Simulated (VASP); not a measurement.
# SrO: single point with r2SCAN

SrO:

```
CELL_PARAMETERS angstrom
4.27003 0.00000 0.00000
-2.13501 3.69795 0.00000
0.00000 0.00000 5.14446
ATOMIC_POSITIONS crystal
Sr 0.33333 0.66667 0.25000
Sr 0.66667 0.33333 0.75000
O 0.66667 0.33333 0.25000
O 0.33333 0.66667 0.75000
```

```yaml
Program: VASP 6.6.1
Task: single point
Functional: r2SCAN
Potentials_or_basis: VASP PAW PBE potentials, release 64 (Sr_sv, O)
Cutoff: 520 eV
k_mesh: 6 × 6 × 4
Occupations: gaussian, width 0.01 eV
Spin: no spin polarisation
Dipole_correction: no
Further_INCAR_settings: ALGO = Normal; EDIFF = 1e-06; NBANDS = 24
```

```json
{
 "Pressure": "0.5 GPa",
 "Band gap on the k mesh": "3.02 eV, direct"
}
```

Levels at points of the mesh, in eV from the valence-band top:
| k point | band 13 | band 14 | band 15 | band 16 | band 17 | band 18 | band 19 | band 20 |
| --- | --- | --- | --- | --- | --- | --- | --- | --- |
| (0.00, 0.00, 0.00) | -0.89 | -0.89 | -0.32 | 0.00 | 3.02 | 6.73 | 6.73 | 7.70 |
| (0.50, 0.00, 0.00) | -0.36 | -0.35 | -0.33 | -0.27 | 4.63 | 5.26 | 5.62 | 7.85 |
| (0.00, 0.00, 0.50) | -1.09 | -1.09 | -1.09 | -1.09 | 4.72 | 4.72 | 8.48 | 8.48 |
| (0.50, 0.00, 0.50) | -0.90 | -0.90 | -0.43 | -0.43 | 5.29 | 5.29 | 8.00 | 8.00 |

It took 3.9 min on 1 thread of Intel Xeon 8259CL, with other jobs on the host, peak memory 0.22 GiB.

Caveat: the PAW data sets were made with another functional, which shifts forces and pressure a little. r2SCAN opens gaps a little over a GGA but as a rule still falls short of measured ones.
